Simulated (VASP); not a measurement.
The system is Nb3Tl.

```
Nb Tl
1.0
     5.29700    0.00000    0.00000
     0.00000    5.29700    0.00000
     0.00000    0.00000    5.29700
Nb Tl
6 2
Direct
  0.25000 0.00000 0.50000
  0.50000 0.75000 0.00000
  0.75000 0.00000 0.50000
  0.50000 0.25000 0.00000
  0.00000 0.50000 0.75000
  0.00000 0.50000 0.25000
  0.00000 0.00000 0.00000
  0.50000 0.50000 0.50000
```

Base run:

| Quantity | Value |
| --- | --- |
| Program | VASP 6.6.1 |
| Functional | PBE |
| Potentials or basis | VASP PAW PBE potentials, release 64 (Nb_sv, Tl_d) |
| Cutoff | 520 eV |
| k mesh | 6 × 6 × 6 |
| Occupations | fermi-dirac, width 0.05 eV |
| Spin | no spin polarisation |

Its results: band gap on the k mesh zero (bands 52 and 53 overlap by 0.64 eV); pressure 4.2 GPa.

Q: The run is repeated on the same cell with these changes: functional from PBE to r2SCAN; further incar settings from ALGO = Normal; EDIFF = 1e-06; NBANDS = 62 to ALGO = Normal; EDIFF = 1e-08; NBANDS = 62. What comes out?

A: Band gap on the k mesh zero (bands 52 and 53 overlap by 0.65 eV); pressure 2.5 GPa.

Caveats: spin-orbit coupling is left out, which moves the levels of the heavy elements; the cell stands under pressure (at least some runs); the PAW data sets were made with another functional, which shifts forces and pressure a little (at least some runs).
